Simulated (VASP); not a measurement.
# Al32H (a cell with a defect) in VASP: single point with PBEsol

Aim: the single point of Al32H (a cell with a defect) with PBEsol.

Program: VASP 6.6.1. These are calculated values, not measurements. Logs are shortened: lines on timing, memory, paths and dates and some standing lists are left out, and cuts for length are marked.

### 1 The cell of the first run

The cell holds a defect, 33 atoms: a = 8.100 Å, b = 8.100 Å, c = 8.100 Å, α = 90.00°, β = 90.00°, γ = 90.00°.

### 2 Single point, PBEsol

File INCAR:

```
SYSTEM = Al32H
ALGO = Normal
EDIFF = 1E-6
ENCUT = 520
GGA = PS
ISIF = 2
ISMEAR = 0
LASPH = .True.
LCHARG = .False.
LREAL = Auto
LWAVE = .False.
NBANDS = 70
NELM = 80
PREC = Accurate
SIGMA = 0.1
```

File KPOINTS:

```
k-points
0
Gamma
  3 3 3
  0 0 0
```

File POSCAR:

```
Al32H
1.0
    8.1000000000      0.0000000000      0.0000000000
    0.0000000000      8.1000000000      0.0000000000
    0.0000000000      0.0000000000      8.1000000000
Al H
32 1
Direct
    0.4963654321     -0.0037513580     -0.0010830864
    0.7466914815      0.2457903704      0.0005043210
    0.7404225926     -0.0037770370      0.2501233333
   -0.0034954321     -0.0034270370     -0.0060583951
    0.2459854321      0.2460298765      0.0004460494
    0.4961958025      0.4962390123     -0.0008355556
    0.7464814815      0.7465264198      0.0003835802
    0.2518161728     -0.0035543210      0.2501150617
    0.4962540741      0.2475204938      0.2500862963
    0.7448951852      0.4961471605      0.2501051852
    0.4963428395     -0.0037681481      0.5013009877
    0.7466455556      0.2457787654      0.4996698765
    0.7450293827     -0.0037760494      0.7500771605
   -0.0038020988      0.4964100000     -0.0010881481
    0.2457504938      0.7467302469      0.0004983951
   -0.0036217284      0.2518525926      0.2501156790
    0.2474775309      0.4962983951      0.2500867901
    0.4960981481      0.7449606173      0.2501056790
   -0.0034960494     -0.0034274074      0.5059496296
    0.2460246914      0.2460671605      0.4997148148
    0.4962077778      0.4962520988      0.5010416049
    0.7464890123      0.7465324691      0.4998051852
    0.2478479012     -0.0036127160      0.7500507407
    0.4963679012      0.2471681481      0.7501049383
    0.7453118519      0.4961271605      0.7500943210
   -0.0038456790      0.7404101235      0.2501240741
   -0.0038177778      0.4963855556      0.5013072840
    0.2457370370      0.7466862963      0.4996759259
   -0.0036661728      0.2478974074      0.7500503704
    0.2471182716      0.4964128395      0.7501046914
    0.4960817284      0.7453566667      0.7500937037
   -0.0038302469      0.7450911111      0.7500786420
    0.9944672840      0.9940300000      0.2486420988
```

Potentials or basis: VASP PAW PBE potentials, release 64 (Al, H).

Command:

```bash
> cat potpaw_PBE.64/Al/POTCAR potpaw_PBE.64/H/POTCAR > POTCAR
> mpirun -np 1 vasp_std > vasp.out
```

OUTCAR:

```text
SYSTEM = Al32H
   EDIFF = 1E-6
   ENCUT = 520
   GGA = PS
   ISIF = 2
   ISMEAR = 0
   LASPH = .True.
   LREAL = Auto
   NELM = 80
   PREC = Accurate

 ion  position               nearest neighbor table
   1  0.496  0.996  0.999-   3 2.84   8 2.84  23 2.85  13 2.85  31 2.86  24 2.86   7 2.86   2 2.86
                            15 2.86   5 2.86   9 2.88  18 2.88
   2  0.747  0.246  0.001-   4 2.86   3 2.86  16 2.86   1 2.86  10 2.86  13 2.86   9 2.86  29 2.86
                            14 2.86  24 2.87  25 2.87   6 2.87
   3  0.740  0.996  0.250-  33 2.06  11 2.84   1 2.84   9 2.84  18 2.84  12 2.86   2 2.86  22 2.86
                             7 2.86  26 2.93  16 2.93  19 2.93   4 2.93
   4  0.997  0.997  0.994-  33 2.06  29 2.84  23 2.84  13 2.84  32 2.84   5 2.86   2 2.86  15 2.86
                             7 2.86  16 2.93   8 2.93   3 2.93  26 2.93
   5  0.246  0.246  0.000-   4 2.86   8 2.86  16 2.86   9 2.86  17 2.86  23 2.86  29 2.86   1 2.86
                            14 2.86   6 2.87  24 2.87  30 2.87
   6  0.496  0.496  0.999-  24 2.85  30 2.85  25 2.85  31 2.85  10 2.86   9 2.86  17 2.86  18 2.86
                             5 2.87   7 2.87  15 2.87   2 2.87
   7  0.746  0.747  0.000-  26 2.86   3 2.86  14 2.86   1 2.86  32 2.86  13 2.86  10 2.86  18 2.86
                             4 2.86   6 2.87  25 2.87  31 2.87
   8  0.252  0.996  0.250-  33 2.08   9 2.84  11 2.84   1 2.84  18 2.84  20 2.86   5 2.86  28 2.86
                            15 2.86  16 2.93  19 2.93   4 2.93  26 2.93
   9  0.496  0.248  0.250-   3 2.84   8 2.84  10 2.85  17 2.85   6 2.86  21 2.86  20 2.86   5 2.86
[... 32 lines left out ...]
                             7 2.87  22 2.87   2 2.87  12 2.87
  26  0.996  0.740  0.250-  33 2.05  27 2.84  14 2.84  17 2.84  10 2.84  28 2.86  15 2.86  22 2.86
                             7 2.86   3 2.93   8 2.93  19 2.93   4 2.93
  27  0.996  0.496  0.501-  26 2.84  16 2.84  29 2.85  32 2.85  25 2.86  30 2.86  22 2.86  28 2.86
                            12 2.86  20 2.86  10 2.88  17 2.88
  28  0.246  0.747  0.500-  19 2.86  26 2.86   8 2.86  27 2.86  18 2.86  32 2.86  17 2.86  23 2.86
                            11 2.86  30 2.87  31 2.87  21 2.87
  29  0.996  0.248  0.750-   4 2.84  19 2.84  27 2.85  14 2.85  25 2.86  30 2.86  20 2.86   5 2.86
                            12 2.86   2 2.86  13 2.88  23 2.88
  30  0.247  0.496  0.750-  31 2.85   6 2.85  21 2.85  24 2.86  29 2.86  32 2.86  14 2.86  27 2.86
                            28 2.87  15 2.87   5 2.87  20 2.87
  31  0.496  0.745  0.750-  30 2.85  21 2.85   6 2.85  25 2.85  23 2.86  11 2.86   1 2.86  13 2.86
                             7 2.87  22 2.87  15 2.87  28 2.87
  32  0.996  0.745  0.750-   4 2.84  19 2.84  27 2.85  14 2.85  30 2.86  25 2.86  22 2.86  28 2.86
                             7 2.86  15 2.86  13 2.88  23 2.88
  33  0.994  0.994  0.249-  26 2.05   3 2.06   4 2.06  19 2.08   8 2.08  16 2.09

  LATTYP: Found a simple cubic cell.
 ALAT       =     8.1000000000

  Lattice vectors:

 A1 = (   8.1000000000,   0.0000000000,   0.0000000000)
 A2 = (   0.0000000000,   8.1000000000,   0.0000000000)
 A3 = (   0.0000000000,   0.0000000000,   8.1000000000)

Analysis of symmetry for initial positions (statically):
[... 194 lines left out ...]
   IMIX   =      4    mixing-type and parameters
     AMIX     =   0.40;   BMIX     =  1.00
     AMIX_MAG =   1.60;   BMIX_MAG =  1.00
  volume/ion in A,a.u.               =      16.10       108.68
  Fermi-wavevector in a.u.,A,eV,Ry     =   0.928639  1.754874 11.733269  0.862371
  Thomas-Fermi vector in A             =   2.054837
   LORBIT       =      0    0 simple, 1 ext, 2 COOP (PROOUT), +10 PAW based schemes
   GGA     = PS    functional components
   LHFCALC =     F    Hartree Fock is set to
   AEXX    =    0.0000 exact exchange contribution
   IVDW    =     0    specifies the selected vdW correction
   LEPSILON=     F    determine dielectric tensor
   LRPA    =     F    only Hartree local field effects (RPA)
 non-spin polarized calculation
 Gauss-broadening in eV      SIGMA  =   0.10
  energy-cutoff  :      520.00
  volume of cell :      531.44
 maximum number of plane-waves:     14358
   NGX = 31   NGY = 31   NGZ = 31

 number of electron      97.0000000 magnetization

 Free energy of the ion-electron system (eV)
  ---------------------------------------------------
  ext. energy  EPLUGINS =         0.00000000
  ---------------------------------------------------
  free energy    TOTEN  =      -134.33174286 eV

  energy without entropy =     -134.31801197  energy(sigma->0) =     -134.32487741

 E-fermi :   7.7977     XC(G=0): -10.2568

 val. band max:        7.6696698524   @ k =   0.3333  -0.3333   0.3333
 cond. band min:       7.9404010431   @ k =   0.3333   0.0000   0.0000
 fundamental gap:      0.2707311907
 Fermi energy:         7.7976679715

 k-point     1 :       0.0000    0.0000    0.0000
  band No.  band energies     occupation
      1      -3.3303      2.00000
      2      -1.6973      2.00000
      3      -0.9682      2.00000
      4      -0.9677      2.00000
      5      -0.9418      2.00000
      6      -0.9416      2.00000
[... 871 lines left out ...]
     59       9.7145      0.00000
     60       9.7148      0.00000
 [bands above 60 left out]

------------------------ aborting loop because EDIFF is reached ----------------------------------------

  FORCE on cell =-STRESS in cart. coord.  units (eV):
  Direction    XX          YY          ZZ          XY          YZ          ZX
  --------------------------------------------------------------------------------------
  -------------------------------------------------------------------------------------
  Total       -4.2525796     -4.2517739     -4.2840296     -0.0501436     -0.0016727      0.0000820
  in kB      -12.8205890    -12.8181599    -12.9154037     -0.1511719     -0.0050428      0.0002473
  external PRESSURE =     -12.8513842 kB  Pullay stress =       0.0000000 kB

 VOLUME and BASIS-vectors are now :
 -----------------------------------------------------------------------------
  energy-cutoff  :      520.00
  volume of cell :      531.44
      direct lattice vectors                 reciprocal lattice vectors
     8.100000000  0.000000000  0.000000000     0.123456790  0.000000000  0.000000000
     0.000000000  8.100000000  0.000000000     0.000000000  0.123456790  0.000000000
     0.000000000  0.000000000  8.100000000     0.000000000  0.000000000  0.123456790

 POSITION                                       TOTAL-FORCE (eV/Angst)
 -----------------------------------------------------------------------------------
      4.02056      8.06961      8.09123        -0.004170      0.000218     -0.002572
      6.04820      1.99090      0.00409        -0.001034      0.004300     -0.001670
      5.99742      8.06941      2.02600         0.003649     -0.000805     -0.000304
      8.07169      8.07224      8.05093        -0.003022     -0.003968      0.010426
      1.99248      1.99284      0.00361         0.000496      0.000306     -0.000893
      4.01919      4.01954      8.09323         0.000880      0.001279     -0.001153
[... 25 lines left out ...]
      8.06898      6.03524      6.07564         0.001742      0.000593     -0.000615
      8.05519      8.05164      2.01400         0.007419      0.009445      0.005460
 -----------------------------------------------------------------------------------
    total drift:                               -0.016636     -0.019695      0.001370

  FREE ENERGIE OF THE ION-ELECTRON SYSTEM (eV)
  ---------------------------------------------------
  free  energy   TOTEN  =      -134.3317428632 eV

  energy  without entropy=     -134.3180119661  energy(sigma->0) =     -134.32487741
```

OSZICAR:

```text
N       E                     dE             d eps       ncg     rms          rms(c)
DAV:   1     0.119501522153E+03    0.11950E+03   -0.33982E+04  1960   0.111E+03
DAV:   2    -0.121081160408E+03   -0.24058E+03   -0.22460E+03  2304   0.145E+02
DAV:   3    -0.135083393666E+03   -0.14002E+02   -0.13348E+02  2424   0.284E+01
DAV:   4    -0.135366703933E+03   -0.28331E+00   -0.28090E+00  2312   0.422E+00
DAV:   5    -0.135370351253E+03   -0.36473E-02   -0.36445E-02  2346   0.549E-01    0.799E+00
DAV:   6    -0.134709334612E+03    0.66102E+00   -0.15642E-01  2810   0.124E+00    0.452E+00
DAV:   7    -0.134344841853E+03    0.36449E+00   -0.52678E-01  2216   0.169E+00    0.802E-01
DAV:   8    -0.134335238407E+03    0.96034E-02   -0.43859E-02  2266   0.580E-01    0.438E-01
DAV:   9    -0.134332097944E+03    0.31405E-02   -0.16456E-02  2286   0.260E-01    0.165E-01
DAV:  10    -0.134331832701E+03    0.26524E-03   -0.20275E-03  2330   0.113E-01    0.152E-01
DAV:  11    -0.134331776955E+03    0.55746E-04   -0.26164E-04  2260   0.350E-02    0.577E-02
DAV:  12    -0.134331740945E+03    0.36010E-04   -0.74955E-05  2444   0.218E-02    0.848E-03
DAV:  13    -0.134331743110E+03   -0.21651E-05   -0.26501E-05  2172   0.112E-02    0.464E-03
DAV:  14    -0.134331742863E+03    0.24707E-06   -0.90573E-08  1310   0.996E-04
   1 F= -.13433174E+03 E0= -.13432488E+03  d E =-.137309E-01
```

Run time: 5.6 min. Hardware: 1 thread of Intel Xeon 6975P-C (Granite Rapids), shared host; peak memory 0.64 GiB.

Results:

| Quantity | Value |
| --- | --- |
| Free energy | -134.3317 eV |
| Pressure | -1.3 GPa |
| Largest force | 0.013 eV/Å |
| Band gap on the k mesh | zero (an odd number of electrons rules out a gap without spin polarisation) |

Forces in eV/Å, atoms in the order of the input:
```
Al  -0.004  0.000 -0.003
Al  -0.001  0.004 -0.002
Al   0.004 -0.001  0.000
Al  -0.003 -0.004  0.010
Al   0.000  0.000 -0.001
Al   0.001  0.001 -0.001
Al   0.002  0.002  0.001
Al   0.000 -0.005  0.001
Al  -0.001 -0.001  0.000
Al   0.002  0.001  0.001
Al  -0.003  0.000  0.002
Al   0.000  0.005  0.001
Al   0.001  0.001 -0.001
Al   0.001 -0.004 -0.003
Al   0.004 -0.001 -0.001
Al  -0.005  0.000  0.001
Al  -0.001 -0.001  0.000
Al   0.002  0.001  0.001
Al  -0.003 -0.004 -0.011
Al  -0.001 -0.001  0.001
Al   0.000  0.000 -0.001
Al   0.002  0.002 -0.002
Al  -0.008 -0.002  0.000
Al  -0.003 -0.002  0.000
Al   0.001  0.004  0.000
Al  -0.001  0.004 -0.001
Al   0.001 -0.003  0.002
Al   0.004  0.000  0.001
Al  -0.002 -0.007  0.000
Al  -0.002 -0.003  0.000
Al   0.005  0.001  0.000
Al   0.002  0.001 -0.001
H    0.007  0.009  0.005
```

Caveat: the PAW data sets were made with another functional, which shifts forces and pressure a little.
